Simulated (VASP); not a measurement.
Here is a VASP 6.6.1 calculation.

The input INCAR:

```
PREC = Accurate
ENCUT = 700
EDIFF = 1E-6
ISMEAR = -1
SIGMA = 0.05
LREAL = F
LASPH = T
NELM = 200
ALGO = Normal
ISIF = 2
LWAVE = F
LCHARG = T
ISPIN = 2
MAGMOM = 4 0
LORBIT = 11
LMAXMIX = 4
GGA = CA
LELF = T
LVHAR = T
NBANDS = 22
GGA_COMPAT = F
```

The input KPOINTS:

```
regular mesh
0
Gamma
  10 10 10
```

The input POSCAR:

```
MnO
1.0
    0.0000000000      2.2386359976      2.2386359976
    2.2386359976      0.0000000000      2.2386359976
    2.2386359976      2.2386359976      0.0000000000
Mn O
1 1
Direct
    0.0000000000      0.0000000000      0.0000000000
    0.5000000000      0.5000000000      0.5000000000
```

Potentials or basis: VASP PAW LDA potentials, release 64 (Mn_sv, O).

Run with:

```console
$ cat potpaw_LDA.64/Mn_sv/POTCAR potpaw_LDA.64/O/POTCAR > POTCAR
$ mpirun -np 1 vasp_std > vasp.out
```

(1) Estimate the site moments.

(2) What does it give for the net moment?

(3) What does it give for the pressure?

## Answers

(1) Mn +3.99; O +0.19 μB.

(2) 4.59 μB per cell.

(3) -19.7 GPa.

Caveat: the cell stands under tension; a cell with one magnetic atom can't hold antiferromagnetic order, which such compounds often take.
